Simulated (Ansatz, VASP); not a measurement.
**IrO2 in VASP and in Ansatz**

```
Ir O
1.0
     4.47149    0.00000    0.00000
     0.00000    4.47149    0.00000
     0.00000    0.00000    3.15357
Ir O
2 4
Direct
  0.00000 0.00000 0.00000
  0.50000 0.50000 0.50000
  0.30878 0.30878 0.00000
  0.19122 0.80878 0.50000
  0.69122 0.69122 0.00000
  0.80878 0.19122 0.50000
```

Alike in both runs: functional PBEsol; k mesh 8 × 8 × 12; occupations gaussian, width 0.1 eV; no spin polarisation.

Ansatz relaxed the structure, and its values are those at the end. VASP's run is a single point on that final structure, the one shown.

|  | VASP | Ansatz |
| --- | --- | --- |
| version | VASP 6.6.1 | Ansatz 0.2.0 |
| potentials or method | VASP PAW PBE potentials, release 64 (Ir, O), cutoff 600 eV | scalar-relativistic, plane waves, PAW |
| valence electrons in the cell | 42 | 58 |

Ansatz gave:

```
gap on the k mesh at the Fermi level (eV) : none
pressure (GPa)                            : 0.0
```

Task: Which values does VASP return?

Result: gap on the k mesh at the Fermi level (eV): none; pressure (GPa): 2.8.

VASP's potentials were made for PBE, not for PBEsol. A gap of «none» marks a metal or a gap that the smearing closes. VASP's potentials hold 42 valence electrons a cell and Ansatz's 58, so a difference there can come from the potentials and not from the codes.

Spin-orbit coupling is off throughout.
